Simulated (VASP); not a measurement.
Wanted: the native input for a VASP 6.6.1 run.

```yaml
Task: single point
Functional: PBEsol
Potentials_or_basis: VASP PAW PBE potentials, release 64 (Zr_sv, B)
Cutoff: 520 eV
k_mesh: 18 × 18 × 12
Occupations: gaussian, width 0.1 eV
Spin: no spin polarisation
Dipole_correction: no
Further_INCAR_settings: ALGO = Normal; EDIFF = 1e-06; NBANDS = 16
```

The structure of ZrB2 lies in POSCAR:

```
ZrB2
1.0
    3.1549374828      0.0000000000      0.0000000000
   -1.5774687414      2.7322560075      0.0000000000
    0.0000000000      0.0000000000      3.5067685677
Zr B
1 2
Direct
    0.0000000000      0.0000000000      0.0000000000
    0.3333333333      0.6666666667      0.5000000000
    0.6666666667      0.3333333333      0.5000000000
```

These files were run (other wordings do the same):

INCAR

```
PREC = Accurate
ENCUT = 520
EDIFF = 1E-6
ISMEAR = 0
SIGMA = 0.1
LREAL = False
LASPH = True
NELM = 80
ALGO = Normal
ISIF = 2
LWAVE = False
LCHARG = False
GGA = PS
NBANDS = 16
```

KPOINTS

```
Automatic mesh
0
Gamma
  18 18 12
```

Potentials or basis: VASP PAW PBE potentials, release 64 (Zr_sv, B).

The run is started by

```bash
$ cat potpaw_PBE.64/Zr_sv/POTCAR potpaw_PBE.64/B/POTCAR > POTCAR
$ mpirun -np 1 vasp_std > vasp.out
```

Results of the run:

| Property | Result |
| --- | --- |
| Pressure | 0.3 GPa |
| Band gap on the k mesh | zero (band 9 reaches 11.36 eV, above the bottom of band 10 at 10.11 eV) |

Caveat: the PAW data sets were made with another functional, which shifts forces and pressure a little.

Run time: 50 s on 1 thread of AMD EPYC 9R45 96-Core Processor (Zen 5), on a shared host, peak memory 0.21 GiB.
